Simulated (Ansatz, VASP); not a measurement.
# TiO2 in VASP and in Ansatz

```xyz
6
Lattice="-1.8357 1.8357 4.7570 1.8357 -1.8357 4.7570 1.8357 1.8357 -4.7570" Properties=species:S:1:pos:R:3 pbc="T T T"
Ti    0.0000    0.0000    0.0000
Ti    0.0000    1.8357    2.3785
O     0.0000    0.0000    1.9656
O     0.0000    1.8357    4.3441
O     0.0000    1.8357    0.4129
O     0.0000    0.0000    7.5484
```

Change from the starting cell: equal xx and yy strain of -3 %, crystal datasets.

Alike in both runs: task electric field gradients; functional PBE; k mesh 13 × 13 × 13; occupations fermi-dirac, width 0.08 eV; no spin polarisation.

|  | VASP | Ansatz |
| --- | --- | --- |
| version | VASP 6.6.1 | Ansatz 0.2.0 |
| potentials or method | VASP PAW PBE potentials, release 64 (Ti_sv, O), cutoff 520 eV | all-electron PAW with datasets made for the crystal, scalar-relativistic |

|  | VASP | Ansatz | Ansatz less VASP |
| --- | --- | --- | --- |
| pressure (GPa) | 22.4 | 21.6 | -0.81 |
| traceless stress, the component that is largest in VASP (GPa) | -2.72 | -2.68 | +0.041 |
| rms of the force components (eV/Å) | 0.122 | 0.116 | -0.0058 |
| size of Vzz on the site where it differs most (V/Å²) | 11.7 | 12.9 | +1.12 |

Atom by atom the forces differ by 0.006 eV/Å (rms over components). Ansatz ran all-electron here, and VASP with PAW potentials.
